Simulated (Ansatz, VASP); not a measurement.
BaTe: VASP beside Ansatz

```
Ba Te
1.0
    -0.06820    3.37590    3.37590
     3.37590   -0.06820    3.37590
     3.37590    3.37590   -0.06820
Ba Te
1 1
Cartesian
  0.0000 0.0000 0.0000
  3.3418 3.3418 3.3418
```

Change from the starting cell: equal xy, yz and zx shear strains of -2 %.

Alike in both runs: task single point; functional PBEsol; k mesh 10 × 10 × 10; occupations fermi-dirac, width 0.05 eV; no spin polarisation.

|  | VASP | Ansatz |
| --- | --- | --- |
| version | VASP 6.6.1 | Ansatz 0.2.0 |
| potentials or method | VASP PAW PBE potentials, release 64 (Ba_sv, Te), cutoff 520 eV | all-electron LAPW, scalar-relativistic |

```tsv
	VASP	Ansatz	Ansatz less VASP
pressure (GPa)	2.4	1.9	-0.46
traceless stress, the component that is largest in VASP (GPa)	0.19	0.19	+0.001
```

VASP's potentials were made for PBE, not for PBEsol. Ansatz ran all-electron here, and VASP with PAW potentials.

Spin-orbit coupling is off throughout.
